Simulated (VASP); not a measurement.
Wanted: the native input for a VASP 6.6.1 run.

- Task: relaxation of cell and atoms
- Functional: PBE
- Potentials or basis: VASP PAW PBE potentials, release 64 (Sn_d)
- Cutoff: 600 eV
- k mesh: 16 × 16 × 16
- Occupations: gaussian, width 0.1 eV
- Spin: no spin polarisation
- Dipole correction: no
- Further INCAR settings: ALGO = Normal; EDIFF = 1e-06; IBRION = 2; EDIFFG = -0.01; NSW = 80; ISIF = 3

The structure of Sn lies in POSCAR:

```
Sn
1.0
    0.0000000000      2.4100137824      2.4100137824
    2.4100137824      0.0000000000      2.4100137824
    2.4100137824      2.4100137824      0.0000000000
Sn
1
Direct
    0.0000000000      0.0000000000      0.0000000000
```

One way to write it, as run:

INCAR

```
PREC = Accurate
ENCUT = 600
EDIFF = 1E-6
ISMEAR = 0
SIGMA = 0.1
LREAL = False
LASPH = True
NELM = 80
ALGO = Normal
ISIF = 3
LWAVE = False
LCHARG = False
GGA = PE
IBRION = 2
NSW = 80
EDIFFG = -0.01
```

KPOINTS

```
Automatic mesh
0
Gamma
  16 16 16
```

Potentials or basis: VASP PAW PBE potentials, release 64 (Sn_d).

Run with:

```bash
$ cat potpaw_PBE.64/Sn_d/POTCAR > POTCAR
$ mpirun -np 1 vasp_std > vasp.out
```

Results of the run:

| Item | Value |
| --- | --- |
| Pressure after relaxing | 0.0 GPa |
| Band gap on the k mesh | zero (band 7 reaches 15.25 eV, above the bottom of band 8 at 5.88 eV) |

Caveat: the relaxation stopped at its first step, so nothing moved; spin-orbit coupling is left out, which moves the levels of the heavy elements.

It took 30 s on 1 thread of Intel(R) Xeon(R) Platinum 8259CL CPU @ 2.50GHz (Skylake/Cascade Lake), with other jobs on the host, peak memory 0.19 GiB.
